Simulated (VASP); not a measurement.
Set up this calculation in VASP 6.6.1, as the native input.

| Property | Result |
| --- | --- |
| Task | single point |
| Functional | PBEsol |
| Potentials or basis | VASP PAW PBE potentials, release 64 (Al, Pt) |
| Cutoff | 520 eV |
| k mesh | 8 × 8 × 6 |
| Occupations | gaussian, width 0.1 eV |
| Spin | no spin polarisation |
| Dipole correction | no |
| Further INCAR settings | ALGO = Fast; EDIFF = 1e-07; NBANDS = 25 |

The structure of Al2Pt lies in POSCAR:

```
Al2Pt
1.0
    2.8978213922      2.8978213922      0.0000000000
   -2.8978213922      2.8978213922      0.0000000000
    0.0000000000      0.0000000000      6.1618577456
Al Pt
4 2
Direct
    0.0000000000      0.5000000000      0.7500000000
    0.5000000000      0.0000000000      0.7500000000
    0.5000000000      0.0000000000      0.2500000000
    0.0000000000      0.5000000000      0.2500000000
    0.0000000000      0.0000000000      0.0000000000
    0.5000000000      0.5000000000      0.5000000000
```

This cell differs from its parent crystal: uniaxial strain along c: +4.5 %, then relaxed in part.

The input as run:

INCAR

```
SYSTEM = Al2Pt
PREC     = Accurate       ! precision mode
ENCUT    = 520            ! plane-wave cutoff, eV
EDIFF    = 1E-7           ! SCF threshold, eV
ISMEAR   = 0              ! smearing method
SIGMA    = 0.1            ! smearing width, eV
LREAL    = .False.        ! projectors in reciprocal space
LASPH    = .True.         ! aspherical terms in the spheres
NELM     = 80             ! most SCF steps
ALGO     = Fast           ! electronic algorithm
ISIF     = 2              ! what is computed and relaxed
LWAVE    = .False.        ! write WAVECAR
LCHARG   = .False.        ! write CHGCAR
GGA      = PS             ! functional
NBANDS   = 25             ! bands
```

KPOINTS

```
Automatic mesh
0
Gamma
  8 8 6
  0 0 0
```

Potentials or basis: VASP PAW PBE potentials, release 64 (Al, Pt).

Run with:

```console
$ cat potpaw_PBE.64/Al/POTCAR potpaw_PBE.64/Pt/POTCAR > POTCAR
$ mpirun -np 1 vasp_std > vasp.out
```

Results of the run:

```
Pressure               : -1.4 GPa
Band gap on the k mesh : zero (bands 16 and 17 overlap by 4.60 eV)
```

Caveat: the cell differs from its parent crystal (uniaxial strain along c: +4.5 %, then relaxed in part); the PAW data sets were made with another functional, which shifts forces and pressure a little; spin-orbit coupling is left out, which moves the levels of the heavy elements.

Wall time 100 s on 1 thread of Intel(R) Xeon(R) Platinum 8559C (Emerald Rapids), on a shared host, peak memory 0.28 GiB.
